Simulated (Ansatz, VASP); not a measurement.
## One calculation of SnO, two programs

File INCAR:

```
SYSTEM = SnO
PREC = Accurate ; ENCUT = 520
EDIFF = 1E-6 ; ISMEAR = 0
SIGMA = 0.05 ; LREAL = .False.
LASPH = .True. ; NELM = 80
ALGO = Normal ; ISIF = 2
LWAVE = .False. ; LCHARG = .False.
GGA = PE ; IVDW = 12
NBANDS = 28
```

File KPOINTS:

```
Automatic mesh
0
Gamma
  8 6 8
  0 0 0
```

Contents of POSCAR:

```
SnO
1.0
    2.9799298646     -0.1339294321      0.0000000000
   -0.2289457578      5.0940431100      0.0000000000
    0.0000000000      0.0000000000      3.9070816200
Sn O
2 2
Direct
    0.0000000000      0.2344934793      0.5273389918
    0.5000000000      0.7655065207      0.0273389918
    0.0000000000      0.8833967007      0.7226620082
    0.5000000000      0.1166032993      0.2226620082
```

Input for Ansatz:

```yaml
crystal:
  lattice:
    - [2.9799298646, -0.1339294321, 0.0]
    - [-0.2289457578, 5.09404311, 0.0]
    - [0.0, 0.0, 3.90708162]
  atoms:
    - { symbol: Sn, position: [0.0, 0.2344934793, 0.5273389918] }
    - { symbol: Sn, position: [0.5, 0.7655065207, 0.0273389918] }
    - { symbol: O, position: [0.0, 0.8833967007, 0.7226620082] }
    - { symbol: O, position: [0.5, 0.1166032993, 0.2226620082] }
basis:
  ecutwfc: 520.0
kpoints:
  mp_grid: { grid: [8, 6, 8] }
hamiltonian:
  xc: pbe
  pseudopotentials: { kind: paw, azcp: { folder: soft_1 } }
  dispersion: d3bj
scf:
  occupations: { method: gaussian, width: 0.05 }
output:
  forces: true
  stress: true
  eigenvalues: true
```

Change from the starting cell: engineering shear strain xy -0.0800, equal normal strain along x and y -0.1100.

Alike in both runs: task single point; functional PBE; dispersion D3(BJ); k mesh 8 × 6 × 8; occupations gaussian, width 0.05 eV; no spin polarisation.

|  | VASP | Ansatz |
| --- | --- | --- |
| version | VASP 6.6.1 | Ansatz 0.2.0 |
| potentials or method | VASP PAW PBE potentials, release 64 (Sn_d, O), cutoff 520 eV | scalar-relativistic, plane waves, PAW |
| valence electrons in the cell | 40 | 40 |

|  | VASP | Ansatz | Ansatz less VASP |
| --- | --- | --- | --- |
| gap on the k mesh at the Fermi level (eV) | 0.69 | 0.71 | +0.022 |
| least direct gap on the mesh (eV) | 0.69 | 0.71 | +0.022 |
| pressure (GPa) | 37.3 | 36.7 | -0.57 |
| traceless stress, the component that is largest in VASP (GPa) | -6.77 | -6.75 | +0.024 |
| rms of the force components (eV/Å) | 2.285 | 2.222 | -0.0623 |

Atom by atom the forces differ by 0.064 eV/Å (rms over components). Both programs put the cell under a high pressure, so it lies far from rest at this level.
